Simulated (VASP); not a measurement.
Set up this calculation in VASP 6.6.1, as the native input.

```
Task                   : single point
Functional             : PBE
Potentials or basis    : VASP PAW PBE potentials, release 64 (Al, N)
Cutoff                 : 520 eV
k mesh                 : 12 × 12 × 6
Occupations            : gaussian, width 0.05 eV
Spin                   : no spin polarisation
Dipole correction      : no
Further INCAR settings : ALGO = Normal; EDIFF = 1e-06; NBANDS = 16
```

The structure of AlN lies in POSCAR:

```
AlN
1.0
    3.1302395629      0.0000000000      0.0000000000
   -1.5651197815      2.7108669814      0.0000000000
    0.0000000000      0.0000000000      5.0179796548
Al N
2 2
Direct
    0.3245728802      0.6622864401      0.0001721063
    0.6579062135      0.3289531068      0.5001721063
    0.3333333333      0.6666666667      0.3832712825
    0.6666666667      0.3333333333      0.8832712825
```

This cell differs from its parent crystal: all Al atoms moved +0.025 Å, as atom 1 towards its neighbour atom 4 (N) at 1.902 Å.

One way to write it, as run:

INCAR

```
  ALGO = Normal
  EDIFF = 1E-6
  ENCUT = 520
  GGA = PE
  ISIF = 2
  ISMEAR = 0
  LASPH = T
  LCHARG = F
  LREAL = F
  LWAVE = F
  NBANDS = 16
  NELM = 60
  PREC = Accurate
  SIGMA = 0.05
```

KPOINTS

```
k-points
0
Gamma
  12 12 6
```

Potentials or basis: VASP PAW PBE potentials, release 64 (Al, N).

Launch:

```bash
$ cat potpaw_PBE.64/Al/POTCAR potpaw_PBE.64/N/POTCAR > POTCAR
$ mpirun -np 1 vasp_std > vasp.out
```

Results of the run:

- Pressure: -0.2 GPa
- Largest force: 0.373 eV/Å
- Band gap on the k mesh: 4.01 eV, direct

Caveat: the cell differs from its parent crystal (all Al atoms moved +0.025 Å, as atom 1 towards its neighbour atom 4 (N) at 1.902 Å).

Wall time 64 s on 1 thread of Intel(R) Xeon(R) Platinum 8488C (Sapphire Rapids), with other jobs on the host, peak memory 0.26 GiB.
